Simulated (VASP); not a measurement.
# KCl (Fm-3m) in VASP: single point with HSE06

Aim: the single point of KCl with HSE06.

Everything below comes from runs of VASP 6.6.1. Logs are shortened: lines on timing, memory, paths and dates and some standing lists are left out, and cuts for length are marked.

### 1 The cell of the first run

Symmetry: Fm-3m, No. 225, cubic system. Conventional cell: a = 6.522 Å, b = 6.522 Å, c = 6.522 Å, α = 90.00°, β = 90.00°, γ = 90.00°. K (site symmetry m-3m) has 6 Cl at 3.26 Å within 4.3 Å. Cl (site symmetry m-3m) has 6 K at 3.26 Å within 4.3 Å.

### 2 Single point, HSE06 (strain +3.7%)

Contents of POSCAR:

```
KCl
1.0
    0.0000000000      3.2608932252      3.2608932252
    3.2608932252      0.0000000000      3.2608932252
    3.2608932252      3.2608932252      0.0000000000
K Cl
1 1
Direct
    0.0000000000      0.0000000000      0.0000000000
    0.5000000000      0.5000000000      0.5000000000
```

Contents of INCAR.step1:

```
SYSTEM = KCl
PREC = Accurate
ENCUT = 520
EDIFF = 1E-5
ISMEAR = 0
SIGMA = 0.01
LREAL = .False.
LASPH = .True.
NELM = 80
ALGO = Normal
ISIF = 2
LWAVE = .True.
GGA = PE
NBANDS = 15
```

Contents of INCAR.step2:

```
SYSTEM = KCl
PREC = Accurate
ENCUT = 520
EDIFF = 1E-6
ISMEAR = 0
SIGMA = 0.01
LREAL = .False.
LASPH = .True.
NELM = 80
ALGO = Normal
ISIF = 2
LWAVE = .False.
LCHARG = .True.
GGA = PE
LHFCALC = .True.
HFSCREEN = 0.2079
PRECFOCK = Normal
LELF = .True.
LVHAR = .True.
ISTART = 1
NBANDS = 15
```

Contents of KPOINTS:

```
regular mesh
0
Gamma
  6 6 6
  0 0 0
```

Potentials or basis: VASP PAW PBE potentials, release 64 (K_sv, Cl).

The run is started by

```bash
$ cat potpaw_PBE.64/K_sv/POTCAR potpaw_PBE.64/Cl/POTCAR > POTCAR
$ cp INCAR.step1 INCAR
$ mpirun -np 1 vasp_std > vasp.out
$ cp INCAR.step2 INCAR
$ mpirun -np 1 vasp_std > vasp.out
```

OUTCAR:

```text
SYSTEM = KCl
   PREC = Accurate
   ENCUT = 520
   EDIFF = 1E-6
   ISMEAR = 0
   LREAL = .False.
   LASPH = .True.
   NELM = 80
   ISIF = 2
   GGA = PE
   LHFCALC = .True.
   HFSCREEN = 0.2079
   PRECFOCK = Normal
   ISTART = 1

 ion  position               nearest neighbor table
   1  0.000  0.000  0.000-
   2  0.500  0.500  0.500-

  LATTYP: Found a face centered cubic cell.
 ALAT       =     6.5217864504

  Lattice vectors:

 A1 = (   0.0000000000,   3.2608932252,   3.2608932252)
 A2 = (   3.2608932252,   0.0000000000,   3.2608932252)
 A3 = (   3.2608932252,   3.2608932252,   0.0000000000)

Analysis of symmetry for initial positions (statically):
=====================================================================
 Subroutine PRICEL returns:
 Original cell was already a primitive cell.

 Routine SETGRP: Setting up the symmetry group for a
 face centered cubic supercell.

 Subroutine GETGRP returns: Found 48 space group operations
 (whereof 48 operations were pure point group operations)
 out of a pool of 48 trial point group operations.

The static configuration has the point symmetry O_h .

Analysis of symmetry for dynamics (positions and initial velocities):
=====================================================================
 Subroutine PRICEL returns:
 Original cell was already a primitive cell.

 Routine SETGRP: Setting up the symmetry group for a
 face centered cubic supercell.

 Subroutine GETGRP returns: Found 48 space group operations
 (whereof 48 operations were pure point group operations)
 out of a pool of 48 trial point group operations.

The dynamic configuration has the point symmetry O_h .

 Subroutine INISYM returns: Found 48 space group operations
 (whereof 48 operations are pure point group operations),
 and found     1 'primitive' translations

----------------------------------------------------------------------------------------

                                     Primitive cell

  volume of cell :      69.3489

  direct lattice vectors                    reciprocal lattice vectors
     0.000000000  3.260893225  3.260893225    -0.153332221  0.153332221  0.153332221
     3.260893225  0.000000000  3.260893225     0.153332221 -0.153332221  0.153332221
     3.260893225  3.260893225  0.000000000     0.153332221  0.153332221 -0.153332221

  length of vectors
     4.611599425  4.611599425  4.611599425     0.265579197  0.265579197  0.265579197

  position of ions in fractional coordinates (direct lattice)
     0.000000000  0.000000000  0.000000000
     0.500000000  0.500000000  0.500000000

  ion indices of the primitive-cell ions
   primitive index   ion index
                 1           1
                 2           2

----------------------------------------------------------------------------------------

 KPOINTS: regular mesh

Automatic generation of k-mesh.
 Grid dimensions read from file:
 generate k-points for:    6    6    6

 Generating k-lattice:

  Cartesian coordinates                     Fractional coordinates (reciprocal lattice)
    -0.025555370  0.025555370  0.025555370     0.166666667  0.000000000  0.000000000
     0.025555370 -0.025555370  0.025555370     0.000000000  0.166666667  0.000000000
     0.025555370  0.025555370 -0.025555370     0.000000000  0.000000000  0.166666667

  Length of vectors
     0.044263199  0.044263199  0.044263199

  Shift w.r.t. Gamma in fractional coordinates (k-lattice)
     0.000000000  0.000000000  0.000000000

 Subroutine IBZKPT returns following result:
 ===========================================

 Found     16 irreducible k-points:

 Following reciprocal coordinates:
            Coordinates               Weight
  0.000000  0.000000  0.000000      1.000000
  0.166667  0.000000  0.000000      8.000000
  0.333333  0.000000  0.000000      8.000000
  0.500000  0.000000  0.000000      4.000000
  0.166667  0.166667  0.000000      6.000000
  0.333333  0.166667  0.000000     24.000000
[... 8 lines left out ...]
 -0.333333  0.333333  0.166667     24.000000
 -0.333333  0.500000  0.166667     12.000000
   k-points           NKPTS =     16   k-points in BZ     NKDIM =    216   number of bands    NBANDS=     15
   number of dos      NEDOS =    301   number of ions     NIONS =      2
   total plane-waves  NPLWV =  46656
   dimension x,y,z NGX =    36 NGY =   36 NGZ =   36
   dimension x,y,z NGXF=    72 NGYF=   72 NGZF=   72
   ions per type =               1   1
   NGX,Y,Z   is equivalent  to a cutoff of  12.98, 12.98, 12.98 a.u.
   NGXF,Y,Z  is equivalent  to a cutoff of  25.96, 25.96, 25.96 a.u.
 SYSTEM =  KCl
   PREC   = accura    normal or accurate (medium, high low for compatibility)
   ISTART =      1    job   : 0-new  1-cont  2-samecut
   ICHARG =      0    charge: 1-file 2-atom 10-const
   ISPIN  =      1    spin polarized calculation?
   LNONCOLLINEAR =      F non collinear calculations
   LSORBIT =      F    spin-orbit coupling
   LASPH  =      T    aspherical Exc in radial PAW
   ENCUT  =  520.0 eV  38.22 Ry    6.18 a.u.   8.57  8.57  8.57*2*pi/ulx,y,z
   NELM   =     80;   NELMIN=  2; NELMDL=  0     # of ELM steps
   EDIFF  = 0.1E-05   stopping-criterion for ELM
   LREAL  =      F    real-space projection
   EDIFFG = 0.1E-04   stopping-criterion for IOM
   NSW    =      0    number of steps for IOM
   IBRION =     -1    ionic relax: 0-MD 1-quasi-New 2-CG
   NFREE  =      0    steps in history (QN), initial steepest desc. (CG)
   ISIF   =      2    stress and relaxation
   ISYM   =      3    0-nonsym 1-usesym 2-fastsym
   POTIM  = 0.5000    time-step for ionic-motion
   TEBEG  =    0.0;   TEEND  =   0.0 temperature during run
   PSTRESS=    0.0 pullay stress
   NELECT =      16.0000    total number of electrons
   NUPDOWN=      -1.0000    fix difference up-down
   EMIN   =  10.00;   EMAX   =-10.00  energy-range for DOS
   EFERMI =   0.00;   METHOD = LEGACY
   ISMEAR =     0;   SIGMA  =   0.01  broadening in eV -4-tet -1-fermi 0-gaus
   EFERMI_NEDOS =   21; number of points for ismear=-14 and -15
   IALGO  =     38    algorithm
   IMIX   =      1    mixing-type and parameters
     AMIX     =   0.40;   BMIX     =  1.00
     AMIX_MAG =   1.60;   BMIX_MAG =  1.00
  volume/ion in A,a.u.               =      34.67       233.99
  Fermi-wavevector in a.u.,A,eV,Ry     =   1.004080  1.897436 13.717072  1.008176
  Thomas-Fermi vector in A             =   2.136673
   LORBIT       =      0    0 simple, 1 ext, 2 COOP (PROOUT), +10 PAW based schemes
   GGA     = PE    functional components
   LHFCALC =     T    Hartree Fock is set to
   PRECFOCK=normal    Normal, Fast or Accurate (Low or Medium for compatibility)
   ENCUT4O =  -1.0   cutoff for four orbital integrals eV
   NKREDX  =     1    reduce k-point grid by
   NKREDY  =     1    reduce k-point grid by
   NKREDZ  =     1    reduce k-point grid by
   AEXX    =    0.2500 exact exchange contribution
   HFSCREEN=    0.2079 screening length (either q_TF or 0.3 A-1)
   HFSCREENC=   0.2079 screening length for correlation (either q_TF or 0.3 A-1)
   ENCUTFOCK=  -1.0 apply spherical cutoff to Coloumb kernel
   IVDW    =     0    specifies the selected vdW correction
   LEPSILON=     F    determine dielectric tensor
   LRPA    =     F    only Hartree local field effects (RPA)
 non-spin polarized calculation
 Gauss-broadening in eV      SIGMA  =   0.01
  energy-cutoff  :      520.00
  volume of cell :       69.35
 maximum number of plane-waves:      1893
 NGX is ok and might be reduce to    36
  NGX = 28; NGY = 28; NGZ = 28

 number of electron      16.0000002 magnetization

 Free energy of the ion-electron system (eV)
  ---------------------------------------------------
  ext. energy  EPLUGINS =         0.00000000
  ---------------------------------------------------
  free energy    TOTEN  =        -7.84861175 eV

  energy without entropy =       -7.84861175  energy(sigma->0) =       -7.84861175

 E-fermi :  -3.1562     XC(G=0):  -5.9679

 val. band max:       -3.2135991146   @ k =   0.0000   0.0000   0.0000
 cond. band min:       2.9087116414   @ k =   0.0000   0.0000   0.0000
 fundamental gap:      6.1223107560
 Fermi energy:        -3.1561932493

 k-point     1 :       0.0000    0.0000    0.0000
  band No.  band energies     occupation
      1     -32.7554      2.00000
      2     -16.3598      2.00000
      3     -14.8610      2.00000
      4     -14.8610      2.00000
      5     -14.8610      2.00000
      6      -3.2136      2.00000
      7      -3.2136      2.00000
      8      -3.2136      2.00000
      9       2.9087      0.00000
     10       6.5981      0.00000
     11       6.5981      0.00000
     12       6.5981      0.00000
     13       7.5514      0.00000
     14       7.5514      0.00000
     15      10.6021      0.00000

 k-point     2 :       0.1667    0.0000    0.0000
  band No.  band energies     occupation
      1     -32.7538      2.00000
      2     -16.3920      2.00000
      3     -14.8623      2.00000
      4     -14.8623      2.00000
      5     -14.8161      2.00000
      6      -3.4761      2.00000
      7      -3.2801      2.00000
      8      -3.2801      2.00000
      9       3.4932      0.00000
     10       6.3518      0.00000
     11       6.9270      0.00000
     12       6.9270      0.00000
     13       7.8760      0.00000
     14       7.8760      0.00000
     15      11.5881      0.00000
[... 221 lines left out ...]
      3     -14.9116      2.00000
      4     -14.8994      2.00000
      5     -14.7812      2.00000
      6      -3.8408      2.00000
      7      -3.6080      2.00000
      8      -3.5156      2.00000
      9       5.8700      0.00000
     10       6.1433      0.00000
     11       7.5121      0.00000
     12       8.0004      0.00000
     13       9.3635      0.00000
     14       9.8772      0.00000
     15       9.9104      0.00000

 k-point    16 :      -0.3333    0.5000    0.1667
  band No.  band energies     occupation
      1     -32.7473      2.00000
      2     -16.3250      2.00000
      3     -14.9407      2.00000
      4     -14.9124      2.00000
      5     -14.8234      2.00000
      6      -3.7457      2.00000
      7      -3.5759      2.00000
      8      -3.5461      2.00000
      9       5.3579      0.00000
     10       6.7795      0.00000
     11       6.8111      0.00000
     12       8.1569      0.00000
     13       9.1543      0.00000
     14       9.9762      0.00000
     15      10.2534      0.00000

------------------------ aborting loop because EDIFF is reached ----------------------------------------

  FORCE on cell =-STRESS in cart. coord.  units (eV):
  Direction    XX          YY          ZZ          XY          YZ          ZX
  --------------------------------------------------------------------------------------
  -------------------------------------------------------------------------------------
  Total       -0.4983382     -0.4983382     -0.4983382      0.0000000      0.0000000      0.0000000
  in kB      -11.5131731    -11.5131731    -11.5131731      0.0000000      0.0000000      0.0000000
  external PRESSURE =     -11.5131731 kB  Pullay stress =       0.0000000 kB

 VOLUME and BASIS-vectors are now :
 -----------------------------------------------------------------------------
  energy-cutoff  :      520.00
  volume of cell :       69.35
      direct lattice vectors                 reciprocal lattice vectors
     0.000000000  3.260893225  3.260893225    -0.153332221  0.153332221  0.153332221
     3.260893225  0.000000000  3.260893225     0.153332221 -0.153332221  0.153332221
     3.260893225  3.260893225  0.000000000     0.153332221  0.153332221 -0.153332221

 POSITION                                       TOTAL-FORCE (eV/Angst)
 -----------------------------------------------------------------------------------
      0.00000      0.00000      0.00000         0.000000     -0.000000      0.000000
      3.26089      3.26089      3.26089        -0.000000      0.000000      0.000000
 -----------------------------------------------------------------------------------
    total drift:                                0.000000      0.000000      0.000000

  FREE ENERGIE OF THE ION-ELECTRON SYSTEM (eV)
  ---------------------------------------------------
  free  energy   TOTEN  =        -7.8486117531 eV

  energy  without entropy=       -7.8486117531  energy(sigma->0) =       -7.84861175
```

It took 68 min on 1 thread of AMD EPYC 7R43 (Zen 3), shared host; peak memory 0.29 GiB.

Results:

| Property | Result |
| --- | --- |
| Free energy | -7.8486 eV |
| Pressure | -1.2 GPa |
| Band gap on the k mesh | 6.12 eV |

Caveat: the cell differs from its parent crystal (strain +3.7%); the PAW data sets were made with another functional, which shifts forces and pressure a little.
